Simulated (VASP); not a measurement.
# Ge (Fd-3m) in VASP: a series of runs

The runs below take Ge through single point, with r2SCAN.

Everything below comes from runs of VASP 6.6.1. Logs are shortened: lines on timing, memory, paths and dates and some standing lists are left out, and cuts for length are marked.

**1. The cell of the first run**

It takes space group Fd-3m (No. 227, cubic). The conventional cell has a = 5.844 Å, b = 5.844 Å, c = 5.844 Å, α = 90.00°, β = 90.00°, γ = 90.00°. Within 3.3 Å of Ge (site symmetry -43m) lie 4 Ge at 2.53 Å.

**2. Single point, r2SCAN, non-collinear spin, zero start, spin-orbit coupling (strain +3.0%)**

File POSCAR:

```
Ge
1.0
    0.0000000000      2.9219797175      2.9219797175
    2.9219797175      0.0000000000      2.9219797175
    2.9219797175      2.9219797175      0.0000000000
Ge
2
Direct
    0.0000000000      0.0000000000      0.0000000000
    0.2500000000      0.2500000000      0.2500000000
```

File INCAR.step1:

```
SYSTEM = Ge
PREC     = Accurate       ! precision mode
ENCUT    = 520            ! plane-wave cutoff, eV
ISMEAR   = -1             ! smearing method
SIGMA    = 0.02           ! smearing width, eV
LREAL    = .False.        ! projectors in reciprocal space
LASPH    = .True.         ! aspherical terms in the spheres
NELM     = 150            ! most SCF steps
MAGMOM   = 0 0 0 0 0 0    ! initial moments
LSORBIT  = .True.         ! spin-orbit coupling
GGA_COMPAT= .False.      
NBANDS   = 40             ! bands
GGA      = PE             ! functional
ALGO     = Normal         ! electronic algorithm
EDIFF    = 1E-4           ! SCF threshold, eV
LWAVE    = .True.         ! write WAVECAR
LCHARG   = .False.        ! write CHGCAR
```

File INCAR.step2:

```
SYSTEM = Ge
PREC     = Accurate       ! precision mode
ENCUT    = 520            ! plane-wave cutoff, eV
EDIFF    = 1E-6           ! SCF threshold, eV
ISMEAR   = -1             ! smearing method
SIGMA    = 0.02           ! smearing width, eV
LREAL    = .False.        ! projectors in reciprocal space
LASPH    = .True.         ! aspherical terms in the spheres
NELM     = 150            ! most SCF steps
ALGO     = Normal         ! electronic algorithm
ISIF     = 2              ! what is computed and relaxed
LWAVE    = .False.        ! write WAVECAR
LCHARG   = .True.         ! write CHGCAR
MAGMOM   = 0 0 0 0 0 0    ! initial moments
LORBIT   = 11             ! projections on sites
LSORBIT  = .True.         ! spin-orbit coupling
GGA_COMPAT= .False.      
LORBMOM  = .True.       
METAGGA  = R2SCAN         ! meta-GGA
LMIXTAU  = .True.       
LVHAR    = .True.       
NBANDS   = 40             ! bands
ISTART   = 1
```

File KPOINTS:

```
Automatic mesh
0
Gamma
  8 8 8
  0 0 0
```

Potentials or basis: VASP PAW PBE potentials, release 64 (Ge_d).

Launch:

```bash
cat potpaw_PBE.64/Ge_d/POTCAR > POTCAR
cp INCAR.step1 INCAR
mpirun -np 1 vasp_ncl > vasp.out
cp INCAR.step2 INCAR
mpirun -np 1 vasp_ncl > vasp.out
```

OUTCAR:

```text
SYSTEM = Ge
   PREC = Accurate
   ENCUT = 520
   EDIFF = 1E-6
   ISMEAR = -1
   LREAL = .False.
   LASPH = .True.
   NELM = 150
   ISIF = 2
   LORBIT = 11
   LSORBIT = .True.
   METAGGA = R2SCAN
   ISTART = 1

 ion  position               nearest neighbor table
   1  0.000  0.000  0.000-   2 2.53   2 2.53   2 2.53   2 2.53
   2  0.250  0.250  0.250-   1 2.53   1 2.53   1 2.53   1 2.53

  LATTYP: Found a face centered cubic cell.
 ALAT       =     5.8439594350

  Lattice vectors:

 A1 = (   0.0000000000,   2.9219797175,   2.9219797175)
 A2 = (   2.9219797175,   0.0000000000,   2.9219797175)
 A3 = (   2.9219797175,   2.9219797175,   0.0000000000)

Analysis of symmetry for initial positions (statically):
=====================================================================
 Subroutine PRICEL returns:
 Original cell was already a primitive cell.

 Routine SETGRP: Setting up the symmetry group for a
 face centered cubic supercell.

 Subroutine GETGRP returns: Found 48 space group operations
 (whereof 24 operations were pure point group operations)
 out of a pool of 48 trial point group operations.

The static configuration has the point symmetry T_d .
 The point group associated with its full space group is O_h .

Analysis of symmetry for dynamics (positions and initial velocities):
=====================================================================
 Subroutine PRICEL returns:
 Original cell was already a primitive cell.

 Routine SETGRP: Setting up the symmetry group for a
 face centered cubic supercell.

 Subroutine GETGRP returns: Found 48 space group operations
 (whereof 24 operations were pure point group operations)
 out of a pool of 48 trial point group operations.

The dynamic configuration has the point symmetry T_d .
 The point group associated with its full space group is O_h .

Analysis of structural, dynamic, and magnetic symmetry:
=====================================================================
 Subroutine PRICEL returns:
 Original cell was already a primitive cell.

 Routine SETGRP: Setting up the symmetry group for a
 face centered cubic supercell.

 Subroutine GETGRP returns: Found 48 space group operations
 (whereof 24 operations were pure point group operations)
 out of a pool of 48 trial point group operations.

The overall configuration has the point symmetry T_d .
 The point group associated with its full space group is O_h .

 Subroutine INISYM returns: Found 48 space group operations
 (whereof 24 operations are pure point group operations),
 and found     1 'primitive' translations

----------------------------------------------------------------------------------------

                                     Primitive cell

  volume of cell :      49.8955

  direct lattice vectors                    reciprocal lattice vectors
     0.000000000  2.921979718  2.921979718    -0.171116862  0.171116862  0.171116862
     2.921979718  0.000000000  2.921979718     0.171116862 -0.171116862  0.171116862
     2.921979718  2.921979718  0.000000000     0.171116862  0.171116862 -0.171116862

  length of vectors
     4.132303345  4.132303345  4.132303345     0.296383099  0.296383099  0.296383099

  position of ions in fractional coordinates (direct lattice)
     0.000000000  0.000000000  0.000000000
     0.250000000  0.250000000  0.250000000

  ion indices of the primitive-cell ions
   primitive index   ion index
                 1           1
                 2           2

----------------------------------------------------------------------------------------

 KPOINTS: Automatic mesh

Automatic generation of k-mesh.
 Grid dimensions read from file:
 generate k-points for:    8    8    8

 Generating k-lattice:

  Cartesian coordinates                     Fractional coordinates (reciprocal lattice)
    -0.021389608  0.021389608  0.021389608     0.125000000  0.000000000  0.000000000
     0.021389608 -0.021389608  0.021389608     0.000000000  0.125000000  0.000000000
     0.021389608  0.021389608 -0.021389608     0.000000000  0.000000000  0.125000000

  Length of vectors
     0.037047887  0.037047887  0.037047887

  Shift w.r.t. Gamma in fractional coordinates (k-lattice)
     0.000000000  0.000000000  0.000000000

 Subroutine IBZKPT returns following result:
 ===========================================

 Found     29 irreducible k-points:
[... 74 lines left out ...]
   IVDW    =     0    specifies the selected vdW correction
   LEPSILON=     F    determine dielectric tensor
   LRPA    =     F    only Hartree local field effects (RPA)
  energy-cutoff  :      520.00
  volume of cell :       49.90
 maximum number of plane-waves:      2726
   NGX = 15   NGY = 15   NGZ = 15

 number of electron      27.9999969 magnetization       0.0000000      0.0000000      0.0000000

 number of electron      27.9999969 magnetization      -0.0000000     -0.0000000     -0.0000000

 number of electron      27.9999969 magnetization      -0.0000000      0.0000000     -0.0000000

 number of electron      27.9999969 magnetization       0.0000000      0.0000000     -0.0000000

 Free energy of the ion-electron system (eV)
  ---------------------------------------------------
  ext. energy  EPLUGINS =         0.00000000
  ---------------------------------------------------
  free energy    TOTEN  =       -27.68344765 eV

  energy without entropy =      -27.68327375  energy(sigma->0) =      -27.68336070

 E-fermi :   3.9769     XC(G=0): -10.3200

 val. band max:        3.7125079981   @ k =   0.0000   0.0000   0.0000
 cond. band min:       3.9864101985   @ k =   0.0000   0.0000   0.0000
 fundamental gap:      0.2739022004
 Fermi energy:         3.9769439520

 k-point     1 :       0.0000    0.0000    0.0000
  band No.  band energies     occupation
      1     -21.7648      1.00000
      2     -21.7648      1.00000
      3     -21.7648      1.00000
      4     -21.7648      1.00000
      5     -21.7127      1.00000
      6     -21.7127      1.00000
[... 1021 lines left out ...]
     39      15.1733      0.00000
     40      15.1733      0.00000

 [... further k-points ...]

------------------------ aborting loop because EDIFF is reached ----------------------------------------

  FORCE on cell =-STRESS in cart. coord.  units (eV):
  Direction    XX          YY          ZZ          XY          YZ          ZX
  --------------------------------------------------------------------------------------
  -------------------------------------------------------------------------------------
  Total       -1.5679302     -1.5679302     -1.5679302     -0.0000000      0.0000000      0.0000000
  in kB      -50.3472450    -50.3472450    -50.3472450     -0.0000000      0.0000000      0.0000000
  external PRESSURE =     -50.3472450 kB  Pullay stress =       0.0000000 kB

 VOLUME and BASIS-vectors are now :
 -----------------------------------------------------------------------------
  energy-cutoff  :      520.00
  volume of cell :       49.90
      direct lattice vectors                 reciprocal lattice vectors
     0.000000000  2.921979718  2.921979718    -0.171116862  0.171116862  0.171116862
     2.921979718  0.000000000  2.921979718     0.171116862 -0.171116862  0.171116862
     2.921979718  2.921979718  0.000000000     0.171116862  0.171116862 -0.171116862

 POSITION                                       TOTAL-FORCE (eV/Angst)
 -----------------------------------------------------------------------------------
      0.00000      0.00000      0.00000         0.000000      0.000000      0.000000
      1.46099      1.46099      1.46099        -0.000000     -0.000000     -0.000000
 -----------------------------------------------------------------------------------
    total drift:                               -0.000000     -0.000000     -0.000000

  FREE ENERGIE OF THE ION-ELECTRON SYSTEM (eV)
  ---------------------------------------------------
  free  energy   TOTEN  =       -27.6834476527 eV

  energy  without entropy=      -27.6832737472  energy(sigma->0) =      -27.68336070

 orbital moment (x)

 # of ion     p       d       tot
 ----------------------------------------
  1         0.000  -0.000   0.000
  2        -0.000  -0.000  -0.000
 ----------------------------------------
           -0.000  -0.000  -0.000

 orbital moment (y)

 # of ion     p       d       tot
 ----------------------------------------
  1         0.000   0.000   0.000
  2        -0.000  -0.000  -0.000
 ----------------------------------------
           -0.000   0.000  -0.000

 orbital moment (z)

 # of ion     p       d       tot
 ----------------------------------------
  1         0.000  -0.000  -0.000
  2        -0.000  -0.000  -0.000
 ----------------------------------------
           -0.000  -0.000  -0.000

 Spin-Orbit-Coupling matrix elements

 Ion:    1  E_soc:     -0.0174249
 l=   1
     0.0000000    -0.0019876    -0.0019876
    -0.0019876     0.0000000    -0.0019876
    -0.0019876    -0.0019876     0.0000000
 l=   2
     0.0000000    -0.0001829     0.0000000    -0.0001829    -0.0007336
    -0.0001829     0.0000000    -0.0005502    -0.0001829    -0.0001834
     0.0000000    -0.0005502     0.0000000    -0.0005502     0.0000000
    -0.0001829    -0.0001829    -0.0005502     0.0000000    -0.0001834
    -0.0007336    -0.0001834     0.0000000    -0.0001834     0.0000000
 l=   3
     0.0000000     0.0000000     0.0000000     0.0000000     0.0000000     0.0000000     0.0000000
     0.0000000     0.0000000     0.0000000     0.0000000     0.0000000     0.0000000     0.0000000
     0.0000000     0.0000000     0.0000000     0.0000000     0.0000000     0.0000000     0.0000000
     0.0000000     0.0000000     0.0000000     0.0000000     0.0000000     0.0000000     0.0000000
     0.0000000     0.0000000     0.0000000     0.0000000     0.0000000     0.0000000     0.0000000
     0.0000000     0.0000000     0.0000000     0.0000000     0.0000000     0.0000000     0.0000000
     0.0000000     0.0000000     0.0000000     0.0000000     0.0000000     0.0000000     0.0000000

 Ion:    2  E_soc:     -0.0174249
 l=   1
     0.0000000    -0.0019876    -0.0019876
    -0.0019876     0.0000000    -0.0019876
    -0.0019876    -0.0019876     0.0000000
 l=   2
     0.0000000    -0.0001829     0.0000000    -0.0001829    -0.0007336
    -0.0001829     0.0000000    -0.0005502    -0.0001829    -0.0001834
     0.0000000    -0.0005502     0.0000000    -0.0005502     0.0000000
    -0.0001829    -0.0001829    -0.0005502     0.0000000    -0.0001834
    -0.0007336    -0.0001834     0.0000000    -0.0001834     0.0000000
 l=   3
     0.0000000     0.0000000     0.0000000     0.0000000     0.0000000     0.0000000     0.0000000
     0.0000000     0.0000000     0.0000000     0.0000000     0.0000000     0.0000000     0.0000000
     0.0000000     0.0000000     0.0000000     0.0000000     0.0000000     0.0000000     0.0000000
     0.0000000     0.0000000     0.0000000     0.0000000     0.0000000     0.0000000     0.0000000
     0.0000000     0.0000000     0.0000000     0.0000000     0.0000000     0.0000000     0.0000000
     0.0000000     0.0000000     0.0000000     0.0000000     0.0000000     0.0000000     0.0000000
     0.0000000     0.0000000     0.0000000     0.0000000     0.0000000     0.0000000     0.0000000

 total charge

# of ion       s       p       d       tot
------------------------------------------
    1        1.113   1.195  10.009  12.316
    2        1.113   1.195  10.009  12.316
--------------------------------------------------
tot          2.225   2.390  20.017  24.633

 magnetization (x)

# of ion       s       p       d       tot
------------------------------------------
    1       -0.000   0.000  -0.000  -0.000
    2       -0.000   0.000   0.000   0.000
--------------------------------------------------
tot         -0.000   0.000  -0.000   0.000

 magnetization (y)

# of ion       s       p       d       tot
------------------------------------------
    1       -0.000  -0.000  -0.000  -0.000
    2       -0.000  -0.000  -0.000  -0.000
--------------------------------------------------
tot         -0.000  -0.000  -0.000  -0.000

 magnetization (z)

# of ion       s       p       d       tot
------------------------------------------
    1       -0.000   0.000   0.000   0.000
    2       -0.000   0.000   0.000  -0.000
--------------------------------------------------
tot         -0.000   0.000   0.000  -0.000
```

Wall time 14 min (1 thread of Oxide Virtual Turin-like, shared host); peak memory 0.37 GiB.

Results:

```
Free energy                                           : -27.6834 eV
Pressure                                              : -5.0 GPa
Net moment                                            : 0.00 μB per cell
Valence electrons inside the program's atomic spheres : Ge 12.32
```

Moments on the atoms (μB; x, y, z):
```
Ge  0.00 0.00 0.00
Ge  0.00 0.00 0.00
```

Caveat: the cell differs from its parent crystal (strain +3.0%); the cell stands under tension; the PAW data sets were made with another functional, which shifts forces and pressure a little.

**3. Single point, r2SCAN, non-collinear spin, zero start, spin-orbit coupling (strain +4.0%)**

File POSCAR:

```
Ge
1.0
    0.0000000000      2.9503484526      2.9503484526
    2.9503484526      0.0000000000      2.9503484526
    2.9503484526      2.9503484526      0.0000000000
Ge
2
Direct
    0.0000000000      0.0000000000      0.0000000000
    0.2500000000      0.2500000000      0.2500000000
```

File INCAR.step1:

```
PREC = Accurate
ENCUT = 520
ISMEAR = -1
SIGMA = 0.02
LREAL = False
LASPH = True
NELM = 150
MAGMOM = 0 0 0 0 0 0
LSORBIT = True
GGA_COMPAT = False
NBANDS = 40
GGA = PE
ALGO = Normal
EDIFF = 1E-4
LWAVE = True
LCHARG = False
```

File INCAR.step2:

```
PREC = Accurate
ENCUT = 520
EDIFF = 1E-6
ISMEAR = -1
SIGMA = 0.02
LREAL = False
LASPH = True
NELM = 150
ALGO = Normal
ISIF = 2
LWAVE = False
LCHARG = False
MAGMOM = 0 0 0 0 0 0
LORBIT = 11
LSORBIT = True
GGA_COMPAT = False
LORBMOM = True
METAGGA = R2SCAN
LMIXTAU = True
NBANDS = 40
ISTART = 1
```

File KPOINTS:

```
regular mesh
0
Gamma
  8 8 8
```

Potentials or basis: VASP PAW PBE potentials, release 64 (Ge_d).

Launch:

```bash
cat potpaw_PBE.64/Ge_d/POTCAR > POTCAR
cp INCAR.step1 INCAR
mpirun -np 1 vasp_ncl > vasp.out
cp INCAR.step2 INCAR
mpirun -np 1 vasp_ncl > vasp.out
```

Run time: 13 min. Hardware: 1 thread of Oxide Virtual Turin-like, shared host; peak memory 0.37 GiB.

Results (log left out):

* Free energy: -27.6321 eV
* Pressure: -6.2 GPa
* Net moment: 0.00 μB per cell
* Valence electrons inside the program's atomic spheres: Ge 12.29

Moments on the atoms (μB; x, y, z):
```
Ge  0.00 0.00 0.00
Ge  0.00 0.00 0.00
```

Caveat: the cell differs from its parent crystal (strain +4.0%); the cell stands under tension; the PAW data sets were made with another functional, which shifts forces and pressure a little.
